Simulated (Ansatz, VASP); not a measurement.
# One calculation of Cd, two programs

```
CELL_PARAMETERS angstrom
0.00000 2.25368 2.25368
2.25368 0.00000 2.25368
2.25368 2.25368 0.00000
ATOMIC_POSITIONS crystal
Cd 0.00000 0.00000 0.00000
```

Alike in both runs: functional PBE; k mesh 12 × 12 × 12; occupations fermi-dirac, width 0.1 eV; no spin polarisation.

Ansatz relaxed the structure, and its values are those at the end. VASP's run is a single point on that final structure, the one shown.

|  | VASP | Ansatz |
| --- | --- | --- |
| version | VASP 6.6.1 | Ansatz 0.2.0 |
| potentials or method | VASP PAW PBE potentials, release 64 (Cd), cutoff 520 eV | plane waves (420 eV) with PAW, scalar-relativistic |
| valence electrons in the cell | 12 | 20 |

Ansatz gave:

| Property | Result |
| --- | --- |
| pressure (GPa) | 0.0 |

Which values does VASP return?

Pressure (GPa): 0.2.

VASP's potentials hold 12 valence electrons a cell and Ansatz's 20, so a difference there can come from the potentials and not from the codes.
